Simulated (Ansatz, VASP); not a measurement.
# One calculation of Re, two programs

```xyz
2
Lattice="2.8117 0.0000 0.0000 -1.4059 2.4350 0.0000 0.0000 0.0000 4.4842" Properties=species:S:1:pos:R:3 pbc="T T T"
Re    0.0000    1.6234    0.8781
Re    1.4059    0.8117    3.6062
```

Change from the starting cell: mode 4 frozen in at -0.243 Å, equal normal strain along x and y +0.0133.

Alike in both runs: task single point; functional PBE; k mesh 18 × 18 × 10; occupations gaussian, width 0.15 eV; no spin polarisation.

|  | VASP | Ansatz |
| --- | --- | --- |
| version | VASP 6.6.1 | Ansatz 0.2.0 |
| potentials or method | VASP PAW PBE potentials, release 64 (Re), cutoff 520 eV | scalar-relativistic, plane waves, PAW |
| valence electrons in the cell | 14 | 30 |

VASP gave:

| Quantity | Value |
| --- | --- |
| gap on the k mesh at the Fermi level (eV) | none |
| pressure (GPa) | 29.1 |
| traceless stress, the component that is largest in VASP (GPa) | 11.20 |
| rms of the force components (eV/Å) | 4.047 |

What did Ansatz give for the same quantities?

gap on the k mesh at the Fermi level (eV): none; pressure (GPa): 30.0; traceless stress, the component that is largest in VASP (GPa): 12.45; rms of the force components (eV/Å): 4.215.

Atom by atom the forces differ by 0.169 eV/Å (rms over components). A gap of «none» marks a metal or a gap that the smearing closes. Both programs put the cell under a high pressure, so it lies far from rest at this level. The functional is the same, so the differences come from potentials, cutoffs and numerics. VASP's potentials hold 14 valence electrons a cell and Ansatz's 30, so a difference there can come from the potentials and not from the codes.

Spin-orbit coupling is off throughout.
